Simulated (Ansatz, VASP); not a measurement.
# One calculation of LiF, two programs

The input INCAR:

```
PREC = Accurate
ENCUT = 520
EDIFF = 1E-6
ISMEAR = 0
SIGMA = 0.05
LREAL = F
LASPH = T
NELM = 100
ALGO = Normal
ISIF = 2
LWAVE = F
LCHARG = F
GGA = PE
NBANDS = 12
```

File KPOINTS:

```
regular mesh
0
Gamma
  8 8 8
```

POSCAR

```
LiF
1.0
    0.0000000000      2.0900000000      2.0900000000
    2.0900000000      0.0000000000      2.0900000000
    2.0900000000      2.0900000000      0.0000000000
Li F
1 1
Direct
    0.0000000000      0.0000000000      0.0000000000
    0.5000000000      0.5000000000      0.5000000000
```

Input for Ansatz:

```yaml
crystal:
  lattice:
    - [0.0, 2.09, 2.09]
    - [2.09, 0.0, 2.09]
    - [2.09, 2.09, 0.0]
  atoms:
    - { symbol: Li, position: [0.0, 0.0, 0.0] }
    - { symbol: F, position: [0.5, 0.5, 0.5] }
basis:
  ecutwfc: 420
kpoints:
  mp_grid: { grid: [8, 8, 8] }
hamiltonian:
  xc: pbe
scf:
  occupations: { method: gaussian, width: 0.05 }
output:
  forces: true
  stress: true
  eigenvalues: true
```

Alike in both runs: task single point; functional PBE; k mesh 8 × 8 × 8; occupations gaussian, width 0.05 eV; no spin polarisation.

|  | VASP | Ansatz |
| --- | --- | --- |
| version | VASP 6.6.1 | Ansatz 0.2.0 |
| potentials or method | VASP PAW PBE potentials, release 64 (Li_sv, F), cutoff 520 eV | scalar-relativistic, plane waves, PAW |
| valence electrons in the cell | 10 | 10 |

|  | VASP | Ansatz | Ansatz less VASP |
| --- | --- | --- | --- |
| gap on the k mesh at the Fermi level (eV) | 8.17 | 8.17 | +0.002 |
| least direct gap on the mesh (eV) | 8.17 | 8.17 | +0.002 |

The functional is the same, so the differences come from potentials, cutoffs and numerics.

Noted on VASP's run: the cutoff is short for stress, so the pressure is rough.
